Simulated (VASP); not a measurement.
**CoSn: single point with PBE**

CoSn:

```
Co Sn
1.0
     5.22413    0.00000    0.00000
    -2.61206    4.52423    0.00000
     0.00000    0.00000    4.17401
Co Sn
3 3
Direct
  0.00000 0.50000 0.00000
  0.50000 0.50000 0.00000
  0.50000 0.00000 0.00000
  0.66667 0.33333 0.50000
  0.33333 0.66667 0.50000
  0.00000 0.00000 0.00000
```

* Program: VASP 6.6.1
* Task: single point
* Functional: PBE
* Potentials or basis: VASP PAW PBE potentials, release 64 (Co, Sn_d)
* Cutoff: 520 eV
* k mesh: 10 × 10 × 10
* Occupations: gaussian, width 0.05 eV
* Spin: no spin polarisation
* Dipole correction: no
* Further INCAR settings: ALGO = Fast; EDIFF = 1e-07; NBANDS = 44

* Pressure: 5.7 GPa
* Band gap on the k mesh: zero (an odd number of electrons rules out a gap without spin polarisation)

Stress tensor (GPa, compression positive):
```
5.73 0.00 0.00
0.00 5.73 0.00
0.00 0.00 5.62
```

Levels at points of the mesh, in eV from the Fermi level:
```csv
k point,band 30,band 31,band 32,band 33,band 34,band 35,band 36,band 37,band 38,band 39
"(0.00, 0.00, 0.00)",-0.46,-0.44,-0.44,-0.41,-0.41,0.55,0.69,1.44,1.44,3.02
"(0.50, 0.00, 0.00)",-0.97,-0.65,-0.42,-0.42,0.76,1.05,1.77,1.85,2.67,3.44
"(0.00, 0.00, 0.50)",-0.95,-0.95,-0.52,-0.50,-0.50,-0.39,-0.39,-0.15,0.55,1.40
"(0.50, 0.00, 0.50)",-1.24,-0.97,-0.70,-0.50,-0.44,-0.40,-0.11,0.45,1.32,4.13
```

Wall time 3.4 min on 1 thread of Intel(R) Xeon(R) 6975P-C (Granite Rapids) (shared host), peak memory 0.42 GiB.

Caveat: the cell stands under pressure; spin-orbit coupling is left out, which moves the levels of the heavy elements; the run has no spin polarisation, though such a crystal can be magnetic. Spin polarisation is off, so any magnetic state and its effect on volume and gap are missing.
